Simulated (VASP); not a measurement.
# SiC (R3m) in VASP: further runs, part 2 of 2

VASP 6.6.1. The steps go on from the part before.

**5. Single point, PBE**

This run uses another cell than the first one, of 10.92 Å³/atom, 1.040 times its volume.

The input, INCAR:

```
PREC = Accurate
ENCUT = 520
EDIFF = 1E-6
ISMEAR = 0
SIGMA = 0.05
LREAL = False
LASPH = True
NELM = 60
ALGO = Normal
ISIF = 2
LWAVE = False
LCHARG = True
GGA = PE
LELF = True
LVHAR = True
NBANDS = 11
```

The input, KPOINTS:

```
Automatic mesh
0
Gamma
  12 12 12
```

The input, POSCAR:

```
SiC
1.0
    0.0000000000      2.1989561006      2.1989561006
    2.1989561006      0.0000000000      2.1989561006
    2.2386839074      2.2386839074     -0.0397278069
Si C
1 1
Direct
    0.0000000000      0.0000000000      0.0000000000
    0.7500000000      0.7500000000      0.7500000000
```

Potentials or basis: VASP PAW PBE potentials, release 64 (Si, C).

Started as:

```sh
cat potpaw_PBE.64/Si/POTCAR potpaw_PBE.64/C/POTCAR > POTCAR
mpirun -np 1 vasp_std > vasp.out
```

OUTCAR:

```text
PREC = Accurate
   ENCUT = 520
   EDIFF = 1E-6
   ISMEAR = 0
   LREAL = False
   LASPH = True
   NELM = 60
   ISIF = 2
   GGA = PE

 ion  position               nearest neighbor table
   1  0.000  0.000  0.000-   2 1.91   2 1.91   2 1.91   2 1.96
   2  0.750  0.750  0.750-   1 1.91   1 1.91   1 1.91   1 1.96

  LATTYP: Found a trigonal (rhomboedric) cell.
 ALAT       =     3.1662263933
 COS(alpha) =     0.5176645425

  Lattice vectors:

 A1 = (   2.2386839074,   0.0397278068,  -2.2386839075)
 A2 = (   0.0397278068,   2.2386839074,  -2.2386839075)
 A3 = (   2.2386839074,   2.2386839074,  -0.0397278069)

Analysis of symmetry for initial positions (statically):
=====================================================================
 Subroutine PRICEL returns:
 Original cell was already a primitive cell.

 Routine SETGRP: Setting up the symmetry group for a
 trigonal (rhombohedral) supercell.

 Subroutine GETGRP returns: Found  6 space group operations
 (whereof  6 operations were pure point group operations)
 out of a pool of 12 trial point group operations.

The static configuration has the point symmetry C_3v.

Analysis of symmetry for dynamics (positions and initial velocities):
=====================================================================
 Subroutine PRICEL returns:
 Original cell was already a primitive cell.

 Routine SETGRP: Setting up the symmetry group for a
 trigonal (rhombohedral) supercell.

 Subroutine GETGRP returns: Found  6 space group operations
 (whereof  6 operations were pure point group operations)
 out of a pool of 12 trial point group operations.

The dynamic configuration has the point symmetry C_3v.

 Subroutine INISYM returns: Found  6 space group operations
 (whereof  6 operations are pure point group operations),
 and found     1 'primitive' translations

----------------------------------------------------------------------------------------

[... 119 lines left out ...]
   AEXX    =    0.0000 exact exchange contribution
   IVDW    =     0    specifies the selected vdW correction
   LEPSILON=     F    determine dielectric tensor
   LRPA    =     F    only Hartree local field effects (RPA)
 non-spin polarized calculation
 Gauss-broadening in eV      SIGMA  =   0.05
  energy-cutoff  :      520.00
  volume of cell :       21.84
 maximum number of plane-waves:       604
   NGX = 11   NGY = 11   NGZ = 11

 number of electron       8.0000001 magnetization

 Free energy of the ion-electron system (eV)
  ---------------------------------------------------
  ext. energy  EPLUGINS =         0.00000000
  ---------------------------------------------------
  free energy    TOTEN  =       -15.02491819 eV

  energy without entropy =      -15.02491819  energy(sigma->0) =      -15.02491819

 E-fermi :   7.8358     XC(G=0): -11.1214

 val. band max:        7.5584760907   @ k =   0.0000   0.0000   0.0000
 cond. band min:       8.9042076756   @ k =   0.5000   0.5000  -0.0000
 fundamental gap:      1.3457315848
 Fermi energy:         7.8358064042

 k-point     1 :       0.0000    0.0000    0.0000
  band No.  band energies     occupation
      1      -7.4763      2.00000
      2       7.4125      2.00000
      3       7.5585      2.00000
      4       7.5585      2.00000
      5      12.9180      0.00000
      6      14.2734      0.00000
      7      14.6503      0.00000
      8      14.6503      0.00000
      9      21.7138      0.00000
     10      21.7138      0.00000
     11      23.1677      0.00000
[... 309 lines left out ...]
 k-point    24 :      -0.4167    0.1667   -0.0000
  band No.  band energies     occupation
      1      -3.7218      2.00000
      2      -0.2380      2.00000
      3       4.4761      2.00000
      4       5.9672      2.00000
      5      12.3471      0.00000
      6      14.7151      0.00000
      7      15.6780      0.00000
      8      18.2459      0.00000
      9      21.7864      0.00000
     10      22.4069      0.00000
     11      25.1586      0.00000

 [... further k-points ...]

------------------------ aborting loop because EDIFF is reached ----------------------------------------

  FORCE on cell =-STRESS in cart. coord.  units (eV):
  Direction    XX          YY          ZZ          XY          YZ          ZX
  --------------------------------------------------------------------------------------
  -------------------------------------------------------------------------------------
  Total       -1.0282847     -1.0282847     -1.0282847     -0.5653235      0.5653235      0.5653235
  in kB      -75.4278200    -75.4278200    -75.4278200    -41.4682000     41.4682000     41.4682000
  external PRESSURE =     -75.4278200 kB  Pullay stress =       0.0000000 kB

 VOLUME and BASIS-vectors are now :
 -----------------------------------------------------------------------------
  energy-cutoff  :      520.00
  volume of cell :       21.84
      direct lattice vectors                 reciprocal lattice vectors
     0.000000000  2.198956101  2.198956101    -0.225380809  0.229380429  0.225380809
     2.198956101  0.000000000  2.198956101     0.229380429 -0.225380809  0.225380809
     2.238683907  2.238683907 -0.039727807     0.221381189  0.221381189 -0.221381189

 POSITION                                       TOTAL-FORCE (eV/Angst)
 -----------------------------------------------------------------------------------
      0.00000      0.00000      0.00000         0.081707      0.081707     -0.081707
      3.32823      3.32823      3.26864        -0.081707     -0.081707      0.081707
 -----------------------------------------------------------------------------------
    total drift:                               -0.000061     -0.000061      0.000061

  FREE ENERGIE OF THE ION-ELECTRON SYSTEM (eV)
  ---------------------------------------------------
  free  energy   TOTEN  =       -15.0249181874 eV

  energy  without entropy=      -15.0249181874  energy(sigma->0) =      -15.02491819
```

OSZICAR:

```text
N       E                     dE             d eps       ncg     rms          rms(c)
DAV:   1     0.394969494215E+01    0.39497E+01   -0.37695E+03  4262   0.602E+02
DAV:   2    -0.160755253821E+02   -0.20025E+02   -0.19049E+02  5238   0.109E+02
DAV:   3    -0.167373984142E+02   -0.66187E+00   -0.66020E+00  5137   0.165E+01
DAV:   4    -0.167402882440E+02   -0.28898E-02   -0.28896E-02  4745   0.136E+00
DAV:   5    -0.167403019215E+02   -0.13677E-04   -0.13677E-04  5094   0.890E-02    0.828E+00
DAV:   6    -0.150665506704E+02    0.16738E+01   -0.64277E+00  4653   0.111E+01    0.362E+00
DAV:   7    -0.150320556821E+02    0.34495E-01   -0.32316E-01  4980   0.330E+00    0.169E+00
DAV:   8    -0.150246939099E+02    0.73618E-02   -0.19666E-02  4740   0.931E-01    0.174E-01
DAV:   9    -0.150247962301E+02   -0.10232E-03   -0.18144E-03  5228   0.240E-01    0.111E-01
DAV:  10    -0.150249136355E+02   -0.11741E-03   -0.26921E-04  4608   0.986E-02    0.275E-02
DAV:  11    -0.150249179406E+02   -0.43051E-05   -0.47849E-05  4971   0.359E-02    0.771E-03
DAV:  12    -0.150249181874E+02   -0.24680E-06   -0.20400E-06  3845   0.896E-03
   1 F= -.15024918E+02 E0= -.15024918E+02  d E =-.142186E-17
```

It took 50 s on 1 thread of Intel Xeon 6975P-C, shared host; peak memory 0.17 GiB.

Results:

* Free energy: -15.0249 eV
* Pressure: -7.5 GPa
* Largest force: 0.142 eV/Å
* Band gap on the k mesh: 1.35 eV, indirect (least direct gap 4.34 eV)

Forces in eV/Å, atoms in the order of the input:
```
Si   0.082  0.082 -0.082
C   -0.082 -0.082  0.082
```

**6. Overview**

```csv
cell,gap on the mesh (eV),pressure (GPa),largest force (eV/Å)
"a = 3.042, b = 3.042, c = 3.155 Å, angles 61.2, 61.2, 60.0°, 2 atoms",1.22,0.8,0.34
"a = 3.153, b = 3.153, c = 3.044 Å, angles 58.8, 58.8, 60.0°, 2 atoms",1.16,0.8,0.62
"a = 3.166, b = 3.166, c = 3.110 Å, angles 59.4, 59.4, 60.0°, 2 atoms",1.31,-7.5,0.21
"a = 3.110, b = 3.110, c = 3.166 Å, angles 60.6, 60.6, 60.0°, 2 atoms",1.35,-7.5,0.14
```

Alike in all rows: task single point; level PBE; potentials or basis VASP PAW PBE potentials, release 64 (Si, C); no spin polarisation; k mesh 12 × 12 × 12; cutoff (eV) 520; smearing gaussian 0.05 eV.

Total energies depend on the potentials used, so only differences within one code and one set of settings carry meaning.
